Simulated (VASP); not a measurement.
Wanted: the native input for a VASP 6.6.1 run.

```yaml
Task: single point
Functional: PBE
Potentials_or_basis: VASP PAW PBE potentials, release 64 (Au, Cu)
Cutoff: 520 eV
k_mesh: 3 × 3 × 1
Occupations: fermi-dirac, width 0.05 eV
Spin: no spin polarisation
Dipole_correction: no
Further_INCAR_settings: ALGO = Normal; EDIFF = 1e-07; NBANDS = 84
```

The structure of CuAu12 lies in POSCAR:

```
CuAu12
1.0
    5.7699910000      0.0000000000      0.0000000000
    2.8849960000      4.9969590000      0.0000000000
    0.0000000000      0.0000000000     17.7111780000
Au Cu
12 1
Direct
    0.1666696938      0.1666613634      0.0564615183
    0.6666704737      0.1666613634      0.0564615183
    0.1666679892      0.6666654659      0.0564615183
    0.6666687691      0.6666654659      0.0564615183
   -0.1759149625      0.3750881286      0.2182519988
    0.3661178823      0.3221159109      0.2385950839
   -0.1551724669      0.8815761746      0.2159144920
    0.3365638733      0.8424723917      0.2066152799
   -0.0499615729      0.0904950391      0.3820694479
    0.4246848871      0.0661602387      0.4064043623
   -0.0365779313      0.5748896479      0.3431618157
    0.4265846438      0.5777513884      0.4056364856
    0.9200772875      0.7677869680      0.4723231848
```

The input as run:

INCAR

```
PREC     = Accurate       # precision mode
ENCUT    = 520            # plane-wave cutoff, eV
EDIFF    = 1E-7           # SCF threshold, eV
ISMEAR   = -1             # smearing method
SIGMA    = 0.05           # smearing width, eV
LREAL    = False          # projectors in reciprocal space
LASPH    = True           # aspherical terms in the spheres
NELM     = 60             # most SCF steps
ALGO     = Normal         # electronic algorithm
ISIF     = 2              # what is computed and relaxed
LWAVE    = False          # write WAVECAR
LCHARG   = False          # write CHGCAR
GGA      = PE             # functional
NBANDS   = 84             # bands
```

KPOINTS

```
Automatic mesh
0
Gamma
  3 3 1
```

Potentials or basis: VASP PAW PBE potentials, release 64 (Au, Cu).

Command:

```console
$ cat potpaw_PBE.64/Au/POTCAR potpaw_PBE.64/Cu/POTCAR > POTCAR
$ mpirun -np 1 vasp_std > vasp.out
```

Results of the run:

```yaml
Largest_force: 0.903 eV/Å
Band_gap_on_the_k_mesh: zero (an odd number of electrons rules out a gap without spin polarisation)
```

Caveat: the k points lie up to 0.42 Å⁻¹ apart, too coarse for converged energies and pressures of a metal; spin-orbit coupling is left out, which moves the levels of the heavy elements.

Wall time 20 min on 1 thread of Intel Xeon 8259CL, with other jobs on the host, peak memory 0.74 GiB.
